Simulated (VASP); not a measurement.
# CoSn3 (Pm-3m) in VASP: notebook

The runs below take CoSn3 through single point, with PBEsol.

Program: VASP 6.6.1. These are calculated values, not measurements. Logs are shortened: lines on timing, memory, paths and dates and some standing lists are left out, and cuts for length are marked.

### Step 1. The cell of the first run

Symmetry: Pm-3m, No. 221, cubic system. The conventional cell has a = 4.082 Å, b = 4.082 Å, c = 4.082 Å, α = 90.00°, β = 90.00°, γ = 90.00°. Within 3.8 Å of Sn (site symmetry 4/mmm) lie 8 Sn at 2.89 Å and 4 Co at 2.89 Å. Co (site symmetry m-3m) has 12 Sn at 2.89 Å within 3.8 Å.

### Step 2. Single point, PBEsol

Input file INCAR:

```
SYSTEM = CoSn3
ALGO = Fast ; EDIFF = 1E-6
ENCUT = 520 ; GGA = PS
ISIF = 2 ; ISMEAR = 0
LASPH = .TRUE. ; LCHARG = .FALSE.
LREAL = .FALSE. ; LWAVE = .FALSE.
NBANDS = 34 ; NELM = 60
PREC = Accurate ; SIGMA = 0.1
```

Input file KPOINTS:

```
k-points
0
G
  10 10 10
  0 0 0
```

Input file POSCAR:

```
CoSn3
1.0
    4.0824299244      0.0000000000      0.0000000000
    0.0000000000      4.0824299244      0.0000000000
    0.0000000000      0.0000000000      4.0824299244
Sn Co
3 1
Direct
    0.0000000000      0.5000000000      0.5000000000
    0.5000000000      0.0000000000      0.5000000000
    0.5000000000      0.5000000000      0.0000000000
    0.0000000000      0.0000000000      0.0000000000
```

Potentials or basis: VASP PAW PBE potentials, release 64 (Sn_d, Co).

The run is started by

```bash
$ cat potpaw_PBE.64/Sn_d/POTCAR potpaw_PBE.64/Co/POTCAR > POTCAR
$ mpirun -np 1 vasp_std > vasp.out
```

OUTCAR:

```text
SYSTEM = CoSn3
   EDIFF = 1E-6
   ENCUT = 520
   GGA = PS
   ISIF = 2
   ISMEAR = 0
   LASPH = .TRUE.
   LREAL = .FALSE.
   NELM = 60
   PREC = Accurate

 ion  position               nearest neighbor table
   1  0.000  0.500  0.500-   2 2.89   3 2.89   4 2.89   3 2.89   4 2.89   2 2.89   4 2.89   4 2.89
                             2 2.89   3 2.89   3 2.89   2 2.89
   2  0.500  0.000  0.500-   1 2.89   3 2.89   4 2.89   3 2.89   4 2.89   1 2.89   3 2.89   3 2.89
                             1 2.89   4 2.89   4 2.89   1 2.89
   3  0.500  0.500  0.000-   1 2.89   2 2.89   4 2.89   1 2.89   2 2.89   2 2.89   4 2.89   2 2.89
                             1 2.89   4 2.89   1 2.89   4 2.89
   4  0.000  0.000  0.000-   1 2.89   2 2.89   3 2.89   1 2.89   2 2.89   1 2.89   3 2.89   1 2.89
                             2 2.89   3 2.89   2 2.89   3 2.89

  LATTYP: Found a simple cubic cell.
 ALAT       =     4.0824299244

  Lattice vectors:

 A1 = (   4.0824299244,   0.0000000000,   0.0000000000)
 A2 = (   0.0000000000,   4.0824299244,   0.0000000000)
 A3 = (   0.0000000000,   0.0000000000,   4.0824299244)

Analysis of symmetry for initial positions (statically):
=====================================================================
 Subroutine PRICEL returns:
 Original cell was already a primitive cell.

 Routine SETGRP: Setting up the symmetry group for a
 simple cubic supercell.

 Subroutine GETGRP returns: Found 48 space group operations
 (whereof 48 operations were pure point group operations)
 out of a pool of 48 trial point group operations.

The static configuration has the point symmetry O_h .

Analysis of symmetry for dynamics (positions and initial velocities):
=====================================================================
 Subroutine PRICEL returns:
 Original cell was already a primitive cell.

 Routine SETGRP: Setting up the symmetry group for a
 simple cubic supercell.

 Subroutine GETGRP returns: Found 48 space group operations
 (whereof 48 operations were pure point group operations)
 out of a pool of 48 trial point group operations.

The dynamic configuration has the point symmetry O_h .

 Subroutine INISYM returns: Found 48 space group operations
 (whereof 48 operations are pure point group operations),
 and found     1 'primitive' translations

----------------------------------------------------------------------------------------

                                     Primitive cell

  volume of cell :      68.0387

  direct lattice vectors                    reciprocal lattice vectors
     4.082429924  0.000000000  0.000000000     0.244952153  0.000000000  0.000000000
     0.000000000  4.082429924  0.000000000     0.000000000  0.244952153  0.000000000
     0.000000000  0.000000000  4.082429924     0.000000000  0.000000000  0.244952153

  length of vectors
     4.082429924  4.082429924  4.082429924     0.244952153  0.244952153  0.244952153

  position of ions in fractional coordinates (direct lattice)
     0.000000000  0.500000000  0.500000000
     0.500000000  0.000000000  0.500000000
     0.500000000  0.500000000  0.000000000
     0.000000000  0.000000000  0.000000000

  ion indices of the primitive-cell ions
   primitive index   ion index
                 1           1
                 2           2
                 3           3
                 4           4

----------------------------------------------------------------------------------------

 KPOINTS: k-points

Automatic generation of k-mesh.
 Grid dimensions read from file:
 generate k-points for:   10   10   10

 Generating k-lattice:

  Cartesian coordinates                     Fractional coordinates (reciprocal lattice)
     0.024495215  0.000000000  0.000000000     0.100000000  0.000000000  0.000000000
     0.000000000  0.024495215  0.000000000     0.000000000  0.100000000  0.000000000
     0.000000000  0.000000000  0.024495215     0.000000000  0.000000000  0.100000000

  Length of vectors
     0.024495215  0.024495215  0.024495215

  Shift w.r.t. Gamma in fractional coordinates (k-lattice)
[... 53 lines left out ...]
      6      -9.3404      2.00000
[... 26 lines left out ...]
     33      17.8047      0.00000
     34      21.5480      0.00000

 k-point     2 :       0.1000    0.0000    0.0000
  band No.  band energies     occupation
      1      -9.6798      2.00000
      2      -9.6785      2.00000
      3      -9.6637      2.00000
      4      -9.6637      2.00000
      5      -9.3376      2.00000
      6      -9.3276      2.00000
[... 26 lines left out ...]
     33      17.5955      0.00000
     34      21.5627      0.00000

 k-point     3 :       0.2000    0.0000    0.0000
  band No.  band energies     occupation
      1      -9.6715      2.00000
      2      -9.6348      2.00000
      3      -9.6073      2.00000
      4      -9.6073      2.00000
      5      -9.3301      2.00000
      6      -9.2912      2.00000
[... 26 lines left out ...]
     33      17.6990      0.00000
     34      21.6151      0.00000

 k-point     4 :       0.3000    0.0000    0.0000
  band No.  band energies     occupation
      1      -9.6610      2.00000
      2      -9.5717      2.00000
      3      -9.5179      2.00000
      4      -9.5179      2.00000
      5      -9.3198      2.00000
      6      -9.2378      2.00000
[... 26 lines left out ...]
     33      18.2504      0.00000
     34      21.6960      0.00000

 k-point     5 :       0.4000    0.0000    0.0000
  band No.  band energies     occupation
      1      -9.6521      2.00000
      2      -9.5070      2.00000
      3      -9.4032      2.00000
      4      -9.4032      2.00000
      5      -9.3079      2.00000
      6      -9.1806      2.00000
[... 621 lines left out ...]
 k-point    22 :       0.1000    0.1000    0.1000
  band No.  band energies     occupation
      1      -9.6688      2.00000
      2      -9.6376      2.00000
      3      -9.6376      2.00000
      4      -9.6345      2.00000
      5      -9.3166      2.00000
      6      -9.3166      2.00000
[... 26 lines left out ...]
     33      17.9145      0.00000
     34      21.9779      0.00000

 k-point    23 :       0.2000    0.1000    0.1000
  band No.  band energies     occupation
      1      -9.6501      2.00000
      2      -9.6143      2.00000
      3      -9.5882      2.00000
      4      -9.5749      2.00000
      5      -9.3096      2.00000
      6      -9.2790      2.00000
[... 26 lines left out ...]
     33      18.0875      0.00000
     34      22.0237      0.00000

 k-point    24 :       0.3000    0.1000    0.1000
  band No.  band energies     occupation
      1      -9.6330      2.00000
      2      -9.5624      2.00000
      3      -9.5094      2.00000
      4      -9.4911      2.00000
      5      -9.3015      2.00000
      6      -9.2252      2.00000
[... 26 lines left out ...]
     33      18.5330      0.00000
     34      20.7794      0.00000

 [... further k-points ...]

------------------------ aborting loop because EDIFF is reached ----------------------------------------

  FORCE on cell =-STRESS in cart. coord.  units (eV):
  Direction    XX          YY          ZZ          XY          YZ          ZX
  --------------------------------------------------------------------------------------
  -------------------------------------------------------------------------------------
  Total       11.1378450     11.1378450     11.1378450      0.0000000     -0.0000000      0.0000000
  in kB      262.2741778    262.2741778    262.2741778      0.0000000     -0.0000000      0.0000000
  external PRESSURE =     262.2741778 kB  Pullay stress =       0.0000000 kB

 VOLUME and BASIS-vectors are now :
 -----------------------------------------------------------------------------
  energy-cutoff  :      520.00
  volume of cell :       68.04
      direct lattice vectors                 reciprocal lattice vectors
     4.082429924  0.000000000  0.000000000     0.244952153  0.000000000  0.000000000
     0.000000000  4.082429924  0.000000000     0.000000000  0.244952153  0.000000000
     0.000000000  0.000000000  4.082429924     0.000000000  0.000000000  0.244952153

 POSITION                                       TOTAL-FORCE (eV/Angst)
 -----------------------------------------------------------------------------------
      0.00000      2.04121      2.04121         0.000000      0.000000      0.000000
      2.04121      0.00000      2.04121         0.000000      0.000000      0.000000
      2.04121      2.04121      0.00000         0.000000      0.000000      0.000000
      0.00000      0.00000      0.00000         0.000000      0.000000      0.000000
 -----------------------------------------------------------------------------------
    total drift:                                0.000000      0.000000     -0.000000

  FREE ENERGIE OF THE ION-ELECTRON SYSTEM (eV)
  ---------------------------------------------------
  free  energy   TOTEN  =       -17.6856434634 eV

  energy  without entropy=      -17.6740376288  energy(sigma->0) =      -17.67984055
```

Run time: 70 s. Hardware: 1 thread of AMD EPYC 9R45 (Zen 5), shared host; peak memory 0.21 GiB.

What came out:

```
Free energy            : -17.6856 eV
Pressure               : 26.2 GPa
Band gap on the k mesh : zero (an odd number of electrons rules out a gap without spin polarisation)
```

Caveat: the cell stands under pressure; the PAW data sets were made with another functional, which shifts forces and pressure a little; spin-orbit coupling is left out, which moves the levels of the heavy elements; the run has no spin polarisation, though such a crystal can be magnetic. Spin polarisation is off, so any magnetic state and its effect on volume and gap are missing.

### Step 3. Single point, PBEsol

This run uses another cell than the first one, of 18.29 Å³/atom.

Input file INCAR:

```
SYSTEM = CoSn3
PREC     = Accurate       ! precision mode
ENCUT    = 520            ! plane-wave cutoff, eV
EDIFF    = 1E-6           ! SCF threshold, eV
ISMEAR   = 0              ! smearing method
SIGMA    = 0.1            ! smearing width, eV
LREAL    = .FALSE.        ! projectors in reciprocal space
LASPH    = .TRUE.         ! aspherical terms in the spheres
NELM     = 100            ! most SCF steps
ALGO     = Fast           ! electronic algorithm
ISIF     = 2              ! what is computed and relaxed
LWAVE    = .FALSE.        ! write WAVECAR
LCHARG   = .TRUE.         ! write CHGCAR
GGA      = PS             ! functional
LELF     = .TRUE.         ! ELF
LVHAR    = .TRUE.       
NBANDS   = 34             ! bands
```

Input file KPOINTS:

```
regular mesh
0
G
  10 10 10
  0 0 0
```

Input file POSCAR:

```
CoSn3
1.0
    4.1820404277      0.0000000000      0.0000000000
    0.0000000000      4.1820404277      0.0000000000
    0.0000000000      0.0000000000      4.1820404277
Sn Co
3 1
Direct
    0.0000000000      0.5000000000      0.5000000000
    0.5000000000      0.0000000000      0.5000000000
    0.5000000000      0.5000000000      0.0000000000
    0.0000000000      0.0000000000      0.0000000000
```

Potentials or basis: VASP PAW PBE potentials, release 64 (Sn_d, Co).

The run is started by

```bash
$ cat potpaw_PBE.64/Sn_d/POTCAR potpaw_PBE.64/Co/POTCAR > POTCAR
$ mpirun -np 1 vasp_std > vasp.out
```

It took 74 s on 1 thread of AMD EPYC 9R45 (Zen 5), shared host; peak memory 0.22 GiB.

It converged, with:

| Property | Result |
| --- | --- |
| Free energy | -18.3224 eV |
| Pressure | 14.3 GPa |
| Band gap on the k mesh | zero (an odd number of electrons rules out a gap without spin polarisation) |

Levels at points of the mesh, in eV from the Fermi level:
```
           k point  band 22  band 23  band 24  band 25  band 26  band 27  band 28  band 29
(0.00, 0.00, 0.00)    -0.92    -0.92    -0.92     0.02     0.02     0.10     3.51     3.51
(0.50, 0.00, 0.00)    -0.95    -0.92    -0.52    -0.52     0.20     0.20     0.54     0.86
(0.50, 0.50, 0.00)    -1.03    -0.81    -0.76     0.07     0.81     1.60     1.60     2.30
(0.50, 0.50, 0.50)    -5.15    -1.18    -0.67    -0.67    -0.22    -0.22    -0.22     8.62
```

Caveat: the cell stands under pressure; the PAW data sets were made with another functional, which shifts forces and pressure a little; spin-orbit coupling is left out, which moves the levels of the heavy elements; the run has no spin polarisation, though such a crystal can be magnetic. Spin polarisation is off, so any magnetic state and its effect on volume and gap are missing.

### Step 4. Single point, PBEsol

This run uses another cell than the first one, of 19.56 Å³/atom.

Input file INCAR:

```
  PREC = Accurate
  ENCUT = 520
  EDIFF = 1E-6
  ISMEAR = 0
  SIGMA = 0.1
  LREAL = F
  LASPH = T
  NELM = 80
  ALGO = Fast
  ISIF = 2
  LWAVE = F
  LCHARG = F
  GGA = PS
  NBANDS = 34
```

Input file KPOINTS:

```
regular mesh
0
Gamma
  10 10 10
```

Input file POSCAR:

```
CoSn3
1.0
    4.2771191833      0.0000000000      0.0000000000
    0.0000000000      4.2771191833      0.0000000000
    0.0000000000      0.0000000000      4.2771191833
Sn Co
3 1
Direct
    0.0000000000      0.5000000000      0.5000000000
    0.5000000000      0.0000000000      0.5000000000
    0.5000000000      0.5000000000      0.0000000000
    0.0000000000      0.0000000000      0.0000000000
```

The run is started by

```bash
$ cat potpaw_PBE.64/Sn_d/POTCAR potpaw_PBE.64/Co/POTCAR > POTCAR
$ mpirun -np 1 vasp_std > vasp.out
```

Run time: 76 s. Hardware: 1 thread of AMD EPYC 9R45 (Zen 5), shared host; peak memory 0.23 GiB.

Results (log left out):

```yaml
Free_energy: -18.6383 eV
Pressure: 6.0 GPa
Band_gap_on_the_k_mesh: zero (an odd number of electrons rules out a gap without spin polarisation)
```

Levels at points of the mesh, in eV from the Fermi level:
| k point | band 22 | band 23 | band 24 | band 25 | band 26 | band 27 | band 28 | band 29 |
| --- | --- | --- | --- | --- | --- | --- | --- | --- |
| (0.00, 0.00, 0.00) | -0.80 | -0.80 | -0.80 | -0.05 | -0.05 | 0.14 | 3.37 | 3.37 |
| (0.50, 0.00, 0.00) | -0.83 | -0.79 | -0.41 | -0.41 | 0.23 | 0.23 | 0.63 | 0.66 |
| (0.50, 0.50, 0.00) | -0.91 | -0.69 | -0.64 | 0.12 | 0.62 | 1.47 | 1.47 | 2.18 |
| (0.50, 0.50, 0.50) | -4.75 | -1.09 | -0.56 | -0.56 | -0.19 | -0.19 | -0.19 | 8.14 |

Caveat: the cell stands under pressure; the PAW data sets were made with another functional, which shifts forces and pressure a little; spin-orbit coupling is left out, which moves the levels of the heavy elements; the run has no spin polarisation, though such a crystal can be magnetic. Spin polarisation is off, so any magnetic state and its effect on volume and gap are missing.

### Step 5. Single point, PBEsol

This run uses another cell than the first one, of 20.41 Å³/atom.

Input file INCAR:

```
PREC = Accurate
ENCUT = 520
EDIFF = 1E-6
ISMEAR = 0
SIGMA = 0.1
LREAL = False
LASPH = True
NELM = 80
ALGO = Fast
ISIF = 2
LWAVE = False
LCHARG = False
GGA = PS
NBANDS = 34
```

KPOINTS is that of step 4.

Input file POSCAR:

```
CoSn3
1.0
    4.3382291422      0.0000000000      0.0000000000
    0.0000000000      4.3382291422      0.0000000000
    0.0000000000      0.0000000000      4.3382291422
Sn Co
3 1
Direct
    0.0000000000      0.5000000000      0.5000000000
    0.5000000000      0.0000000000      0.5000000000
    0.5000000000      0.5000000000      0.0000000000
    0.0000000000      0.0000000000      0.0000000000
```

The run is started by

```bash
$ cat potpaw_PBE.64/Sn_d/POTCAR potpaw_PBE.64/Co/POTCAR > POTCAR
$ mpirun -np 1 vasp_std > vasp.out
```

Wall time 74 s (1 thread of AMD EPYC 9R45 (Zen 5), shared host); peak memory 0.24 GiB.

Results (log left out):

| Property | Result |
| --- | --- |
| Free energy | -18.7207 eV |
| Pressure | 1.9 GPa |
| Band gap on the k mesh | zero (an odd number of electrons rules out a gap without spin polarisation) |

Levels at points of the mesh, in eV from the Fermi level:
```tsv
k point	band 21	band 22	band 23	band 24	band 25	band 26	band 27	band 28	band 29	band 30
(0.00, 0.00, 0.00)	-3.68	-0.73	-0.73	-0.73	-0.08	-0.08	0.17	3.29	3.29	3.29
(0.50, 0.00, 0.00)	-1.87	-0.76	-0.72	-0.34	-0.34	0.24	0.24	0.55	0.68	2.20
(0.50, 0.50, 0.00)	-1.61	-0.84	-0.62	-0.57	0.15	0.52	1.38	1.38	2.11	2.11
(0.50, 0.50, 0.50)	-4.50	-4.50	-1.04	-0.50	-0.50	-0.18	-0.18	-0.18	7.85	7.85
```

Caveat: the PAW data sets were made with another functional, which shifts forces and pressure a little; spin-orbit coupling is left out, which moves the levels of the heavy elements; the run has no spin polarisation, though such a crystal can be magnetic. Spin polarisation is off, so any magnetic state and its effect on volume and gap are missing.

### Step 6. Single point, PBEsol

This run uses another cell than the first one, of 21.26 Å³/atom.

INCAR: that of step 5 with these lines changed.

```diff
@@ -7,3 +7,3 @@
 LASPH = True
-NELM = 80
+NELM = 60
 ALGO = Fast
```

KPOINTS is that of step 5.

Input file POSCAR:

```
CoSn3
1.0
    4.3976643244      0.0000000000      0.0000000000
    0.0000000000      4.3976643244      0.0000000000
    0.0000000000      0.0000000000      4.3976643244
Sn Co
3 1
Direct
    0.0000000000      0.5000000000      0.5000000000
    0.5000000000      0.0000000000      0.5000000000
    0.5000000000      0.5000000000      0.0000000000
    0.0000000000      0.0000000000      0.0000000000
```

Potentials or basis: VASP PAW PBE potentials, release 64 (Sn_d, Co).

The run is started by

```bash
$ cat potpaw_PBE.64/Sn_d/POTCAR potpaw_PBE.64/Co/POTCAR > POTCAR
$ mpirun -np 1 vasp_std > vasp.out
```

It took 1.9 min on 1 thread of AMD EPYC 9R45 (Zen 5), shared host; peak memory 0.27 GiB.

It converged, with:

```yaml
Free_energy: -18.7261 eV
Pressure: -1.3 GPa
Band_gap_on_the_k_mesh: zero (an odd number of electrons rules out a gap without spin polarisation)
```

Levels at points of the mesh, in eV from the Fermi level:
| k point | band 22 | band 23 | band 24 | band 25 | band 26 | band 27 | band 28 | band 29 |
| --- | --- | --- | --- | --- | --- | --- | --- | --- |
| (0.00, 0.00, 0.00) | -0.67 | -0.67 | -0.67 | -0.11 | -0.11 | 0.20 | 3.21 | 3.21 |
| (0.50, 0.00, 0.00) | -0.71 | -0.66 | -0.28 | -0.28 | 0.25 | 0.25 | 0.44 | 0.73 |
| (0.50, 0.50, 0.00) | -0.78 | -0.56 | -0.52 | 0.19 | 0.43 | 1.31 | 1.31 | 2.04 |
| (0.50, 0.50, 0.50) | -4.28 | -0.99 | -0.45 | -0.45 | -0.17 | -0.17 | -0.17 | 7.57 |

Caveat: the PAW data sets were made with another functional, which shifts forces and pressure a little; spin-orbit coupling is left out, which moves the levels of the heavy elements; the run has no spin polarisation, though such a crystal can be magnetic. Spin polarisation is off, so any magnetic state and its effect on volume and gap are missing.

### Step 7. Overview

| cell | gap on the mesh (eV) | pressure (GPa) |
| --- | --- | --- |
| a = 4.082 Å, 4 atoms | none | 26.2 |
| a = 4.182 Å, 4 atoms | none | 14.3 |
| a = 4.277 Å, 4 atoms | none | 6.0 |
| a = 4.338 Å, 4 atoms | none | 1.9 |
| a = 4.398 Å, 4 atoms | none | -1.3 |

Alike in all rows: task single point; level PBEsol; potentials or basis VASP PAW PBE potentials, release 64 (Sn_d, Co); no spin polarisation; k mesh 10 × 10 × 10; cutoff (eV) 520; smearing gaussian 0.1 eV.

Caveats: the PAW data sets were made with another functional, which shifts forces and pressure a little; spin-orbit coupling is left out, which moves the levels of the heavy elements; the run has no spin polarisation, though such a crystal can be magnetic; the cell stands under pressure (at least some runs).

Total energies depend on the potentials used, so only differences within one code and one set of settings carry meaning.
